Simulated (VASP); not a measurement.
# KCu3C: relaxation of cell and atoms with PBE

Crystal: KCu3C.

```xyz
5
Lattice="4.1576 0.0000 0.0000 0.0000 4.1576 0.0000 0.0000 0.0000 4.1576" Properties=species:S:1:pos:R:3 pbc="T T T"
K     0.0000    0.0000    0.0000
Cu    2.0788    0.0000    2.0788
Cu    0.0000    2.0788    2.0788
Cu    2.0788    2.0788    0.0000
C     2.0788    2.0788    2.0788
```

The cell was generated, and may not be a known phase.

| Quantity | Value |
| --- | --- |
| Program | VASP 6.6.1 |
| Task | relaxation of cell and atoms |
| Functional | PBE |
| Potentials or basis | VASP PAW PBE potentials, release 64 (K_sv, Cu, C) |
| Cutoff | 600 eV |
| k mesh | 10 × 10 × 10 |
| Occupations | gaussian, width 0.1 eV |
| Spin | no spin polarisation |
| Dipole correction | no |
| Further INCAR settings | ALGO = Normal; EDIFF = 1e-06; IBRION = 2; EDIFFG = -0.01; NSW = 100; ISIF = 3 |

- Relaxed volume: 14.46 Å³/atom
- Relaxed cell: a = 4.166 Å, b = 4.166 Å, c = 4.166 Å, α = 90.00°, β = 90.00°, γ = 90.00°
- Space group after relaxing (to 0.1 Å): Pm-3m (No. 221)
- Energy gained by relaxing: 0.1 meV/atom
- Ionic steps: 5
- Pressure after relaxing: 0.0 GPa
- Band gap on the k mesh: zero (bands 23 and 24 overlap by 0.17 eV)

The path:
| step | energy change (eV) | largest force (eV/Å) | pressure (GPa) | volume (Å³) |
| --- | --- | --- | --- | --- |
| 1 | 0.0000 | 0.0000 | 0.34 | 71.87 |
| 2 | -0.0006 | 0.0000 | 0.26 | 72.18 |
| 3 | 0.0020 | 0.0000 | -0.99 | 73.14 |
| 4 | -0.0006 | 0.0000 | -0.13 | 72.38 |
| 5 | -0.0007 | 0.0000 | -0.03 | 72.32 |

Final structure:
```
CELL_PARAMETERS angstrom
4.16624 0.00000 0.00000
0.00000 4.16624 0.00000
0.00000 0.00000 4.16624
ATOMIC_POSITIONS crystal
K 0.00000 0.00000 0.00000
Cu 0.50000 0.00000 0.50000
Cu 0.00000 0.50000 0.50000
Cu 0.50000 0.50000 0.00000
C 0.50000 0.50000 0.50000
```

Levels at points of the mesh, in eV from the Fermi level:
```csv
k point,band 20,band 21,band 22,band 23,band 24,band 25,band 26,band 27
"(0.00, 0.00, 0.00)",-2.09,-1.98,-1.98,-1.98,1.66,2.02,2.02,6.91
"(0.50, 0.00, 0.00)",-2.35,-1.98,-0.84,-0.84,2.14,3.08,3.92,4.39
"(0.50, 0.50, 0.00)",-2.37,-1.30,-1.30,-0.32,0.09,1.88,3.99,3.99
"(0.50, 0.50, 0.50)",-2.07,-0.70,-0.70,-0.70,1.23,1.23,1.23,6.11
```

It took 3.9 min on 1 thread of Intel(R) Xeon(R) 6975P-C (Granite Rapids) (shared host), peak memory 0.3 GiB.
